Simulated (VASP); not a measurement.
Input of a VASP 6.6.1 run:

The input INCAR:

```
PREC     = Accurate       # precision mode
ENCUT    = 520            # plane-wave cutoff, eV
EDIFF    = 1E-7           # SCF threshold, eV
ISMEAR   = 0              # smearing method
SIGMA    = 0.02           # smearing width, eV
LREAL    = F              # projectors in reciprocal space
LASPH    = T              # aspherical terms in the spheres
NELM     = 100            # most SCF steps
ALGO     = Normal         # electronic algorithm
ISIF     = 2              # what is computed and relaxed
LWAVE    = F              # write WAVECAR
LCHARG   = F              # write CHGCAR
GGA      = PE             # functional
IBRION   = 2              # ionic algorithm
NSW      = 50             # ionic steps
EDIFFG   = -0.01          # ionic threshold
```

File KPOINTS:

```
regular mesh
0
Gamma
  4 4 4
```

The input POSCAR:

```
HgH3
1.0
    6.9450532860      0.0000000000      0.0000000000
    0.0000000000      6.9450532860      0.0000000000
    0.0000000000      0.0000000000      6.9450532860
Hg H
2 6
Direct
    0.5000000000      0.5000000000      0.5000000000
    0.0000000000      0.0000000000      0.0000000000
    0.0535933698      0.5000000000      0.5000000000
    0.9464066302      0.5000000000      0.5000000000
    0.5000000000      0.0535933698      0.5000000000
    0.5000000000      0.9464066302      0.5000000000
    0.5000000000      0.5000000000      0.0535933698
    0.5000000000      0.5000000000      0.9464066302
```

Potentials or basis: VASP PAW PBE potentials, release 64 (Hg, H).

Run with:

```console
$ cat potpaw_PBE.64/Hg/POTCAR potpaw_PBE.64/H/POTCAR > POTCAR
$ mpirun -np 1 vasp_std > vasp.out
```

Q: Estimate the band gap on the k mesh.

A: 4.72 eV.

Q: Predict the energy gained by relaxing.

A: 0.4 meV/atom.

Step by step:
```csv
step,energy change (eV),largest force (eV/Å),pressure (GPa)
1,0.0000,0.2735,0.09
2,0.0133,0.5841,-0.23
3,-0.0032,0.0006,-0.01
```

Caveat: spin-orbit coupling is left out, which moves the levels of the heavy elements. A k mesh can miss the band edges.
